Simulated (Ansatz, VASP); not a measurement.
## B5W in VASP and in Ansatz

```xyz
6
Lattice="0.0000 2.8389 2.8389 2.8389 0.0000 2.8389 2.8389 2.8389 0.0000" Properties=species:S:1:pos:R:3 pbc="T T T"
B     1.4194    1.4194    1.4194
B     3.5258    3.5258    3.5258
B     3.5258    2.1520    2.1520
B     2.1520    3.5258    2.1520
B     2.1520    2.1520    3.5258
W     0.0000    0.0000    0.0000
```

Change from the starting cell: species swapped into the ErCu5 type (F-43m, No. 216).

Alike in both runs: functional PBE; k mesh 12 × 12 × 12; occupations gaussian, width 0.1 eV; no spin polarisation.

Ansatz relaxed the structure, and its values are those at the end. VASP's run is a single point on that final structure, the one shown.

```csv
,VASP,Ansatz
version,VASP 6.6.1,Ansatz 0.2.0
potentials or method,"VASP PAW PBE potentials, release 64 (B, W_sv), cutoff 520 eV","scalar-relativistic, plane waves, PAW"
valence electrons in the cell,29,29
```

Ansatz gave:

| Item | Value |
| --- | --- |
| gap on the k mesh at the Fermi level (eV) | none |
| pressure (GPa) | 0.0 |

Question: What did VASP give for the same quantities?

Answer: gap on the k mesh at the Fermi level (eV): none; pressure (GPa): 0.3.

A gap of «none» marks a metal or a gap that the smearing closes.

Neither program's run includes spin-orbit coupling.
